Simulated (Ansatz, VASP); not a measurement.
# Two plane-wave programs on SnO2

```xyz
12
Lattice="0.0000 -4.8277 0.0000 0.0000 0.0000 -3.2380 9.6554 -0.4828 0.3238" Properties=species:S:1:pos:R:3 pbc="T T T"
Sn    6.7747   -4.8277    0.0000
Sn    1.9470   -4.8277    0.0000
Sn    9.1886   -2.4139   -1.6190
Sn    4.3609   -2.4139   -1.6190
O     8.2549   -3.3475    0.0000
O     3.4272   -3.3475    0.0000
O     7.7084   -0.9337   -1.6190
O     2.8807   -0.9337   -1.6190
O     0.4668   -1.4802    0.0000
O     5.2945   -1.4802    0.0000
O     1.0134   -3.8941   -1.6190
O     5.8411   -3.8941   -1.6190
```

Alike in both runs: task single point; functional PBE; k mesh 6 × 8 × 3; occupations gaussian, width 0.05 eV; no spin polarisation.

|  | VASP | Ansatz |
| --- | --- | --- |
| version | VASP 6.6.1 | Ansatz 0.2.0 |
| potentials or method | VASP PAW PBE potentials, release 64 (Sn_d, O), cutoff 520 eV | scalar-relativistic, plane waves, PAW |
| valence electrons in the cell | 104 | 104 |

|  | VASP | Ansatz | Ansatz less VASP |
| --- | --- | --- | --- |
| gap on the k mesh at the Fermi level (eV) | 0.76 | 0.78 | +0.016 |
| least direct gap on the mesh (eV) | 0.76 | 0.78 | +0.016 |
| pressure (GPa) | 8.4 | 8.3 | -0.10 |
| traceless stress, the component that is largest in VASP (GPa) | -9.99 | -10.54 | -0.552 |
| rms of the force components (eV/Å) | 3.267 | 3.438 | +0.1712 |

Atom by atom the forces differ by 0.175 eV/Å (rms over components). The functional is the same, so the differences come from potentials, cutoffs and numerics.
